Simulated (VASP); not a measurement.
Wanted: the native input for a VASP 6.6.1 run.

```yaml
Task: single point
Functional: PBEsol
Potentials_or_basis: VASP PAW PBE potentials, release 64 (Ca_sv, Co)
Cutoff: 520 eV
k_mesh: 10 × 10 × 8
Occupations: gaussian, width 0.05 eV
Spin: collinear spin, ferromagnetic start
Starting_moments: "[0.0, 1.34, 1.34] μB"
Dipole_correction: no
Further_INCAR_settings: ALGO = Normal; EDIFF = 1e-07; NBANDS = 25
```

The structure of CaCo2 lies in POSCAR:

```
CaCo2
1.0
    3.7363483481      0.0000000000      0.0000000000
   -1.8681741741      3.2357725869      0.0000000000
    0.0000000000      0.0000000000      4.2817839901
Ca Co
1 2
Direct
    0.0000000000      0.0000000000      0.0000000000
    0.3333333333      0.6666666667      0.5000000000
    0.6666666667      0.3333333333      0.5000000000
```

This cell differs from its parent crystal: volume scaled by 0.980.

One way to write it, as run:

INCAR

```
SYSTEM = CaCo2
PREC = Accurate
ENCUT = 520
EDIFF = 1E-7
ISMEAR = 0
SIGMA = 0.05
LREAL = .FALSE.
LASPH = .TRUE.
NELM = 150
ALGO = Normal
ISIF = 2
LWAVE = .FALSE.
LCHARG = .FALSE.
ISPIN = 2
MAGMOM = 0 1.34 1.34
LORBIT = 11
LMAXMIX = 4
GGA = PS
NBANDS = 25
```

KPOINTS

```
Automatic mesh
0
G
  10 10 8
  0 0 0
```

Potentials or basis: VASP PAW PBE potentials, release 64 (Ca_sv, Co).

Command:

```bash
$ cat potpaw_PBE.64/Ca_sv/POTCAR potpaw_PBE.64/Co/POTCAR > POTCAR
$ mpirun -np 1 vasp_std > vasp.out
```

It gave:

```yaml
Pressure: 1.4 GPa
Net_moment: 2.14 μB per cell
Site_moments: Ca -0.07; Co +1.19 μB
Valence_electrons_inside_the_program's_atomic_spheres: Ca 8.19; Co 8.33
```

Caveat: the PAW data sets were made with another functional, which shifts forces and pressure a little.

It took 3.3 min on 1 thread of Oxide Virtual Turin-like Processor, on a shared host, peak memory 0.24 GiB.
